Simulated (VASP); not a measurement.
## MgS: single point with LDA

Crystal: MgS.

```xyz
2
Lattice="0.0000 2.7967 2.7967 2.7967 0.0000 2.7967 2.7967 2.7967 0.0000" Properties=species:S:1:pos:R:3 pbc="T T T"
S     1.3983    1.3983    1.3983
Mg    0.0000    0.0000    0.0000
```

- Program: VASP 6.6.1
- Task: single point
- Functional: LDA
- Potentials or basis: VASP PAW LDA potentials, release 64 (S, Mg)
- Cutoff: 520 eV
- k mesh: 8 × 8 × 8
- Occupations: fermi-dirac, width 0.05 eV
- Spin: no spin polarisation

```json
{
 "Pressure": "-0.3 GPa",
 "Band gap on the k mesh": "3.38 eV, direct"
}
```

Levels at points of the mesh, in eV from the valence-band top:
```tsv
k point	band 1	band 2	band 3	band 4	band 5	band 6	band 7	band 8
(0.00, 0.00, 0.00)	-11.36	0.00	0.00	0.00	3.38	7.86	7.86	7.86
(0.50, 0.00, 0.00)	-10.60	-3.34	-0.35	-0.35	5.00	7.51	7.51	8.55
(0.50, 0.50, 0.00)	-10.36	-2.99	-1.10	-1.10	3.63	5.48	11.24	12.30
```

Run time: 12 s on 1 thread of Intel Xeon 6975P-C, on a shared host, peak memory 0.15 GiB.

A k mesh can miss the band edges.
